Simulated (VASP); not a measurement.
A run of VASP 6.6.1 is set up as follows.

The input INCAR:

```
SYSTEM = Mg3Se
ALGO = Normal ; EDIFF = 1E-6
EDIFFG = -0.04 ; ENCUT = 600
GGA = PE ; IBRION = 2
ISIF = 3 ; ISMEAR = 0
LASPH = .True. ; LCHARG = .False.
LREAL = .False. ; LWAVE = .False.
NELM = 100 ; NSW = 90
PREC = Accurate ; SIGMA = 0.1
```

Contents of KPOINTS:

```
k-points
0
Gamma
  4 4 4
  0 0 0
```

POSCAR

```
Mg3Se
1.0
    4.3128833469      0.0000000000      0.0000000000
    0.0000000000      4.3128833469      0.0000000000
    0.0000000000      0.0000000000      4.3128833469
Mg Se
3 1
Direct
    0.0000000000      0.5000000000      0.5000000000
    0.5000000000      0.0000000000      0.5000000000
    0.5000000000      0.5000000000      0.0000000000
    0.0000000000      0.0000000000      0.0000000000
```

Potentials or basis: VASP PAW PBE potentials, release 64 (Mg, Se).

Launch:

```bash
$ cat potpaw_PBE.64/Mg/POTCAR potpaw_PBE.64/Se/POTCAR > POTCAR
$ mpirun -np 1 vasp_std > vasp.out
```

**Question.** Estimate the relaxed cell.

**Answer.** a = 4.456 Å, b = 4.456 Å, c = 4.456 Å, α = 90.00°, β = 90.00°, γ = 90.00°.

**Question.** Predict the space group after relaxing (to 0.1 Å).

**Answer.** Pm-3m (No. 221).

Final structure:
```
Mg Se
1.0
     4.45575    0.00000    0.00000
     0.00000    4.45575    0.00000
     0.00000    0.00000    4.45575
Mg Se
3 1
Direct
  0.00000 0.50000 0.50000
  0.50000 0.00000 0.50000
  0.50000 0.50000 0.00000
  0.00000 0.00000 0.00000
```
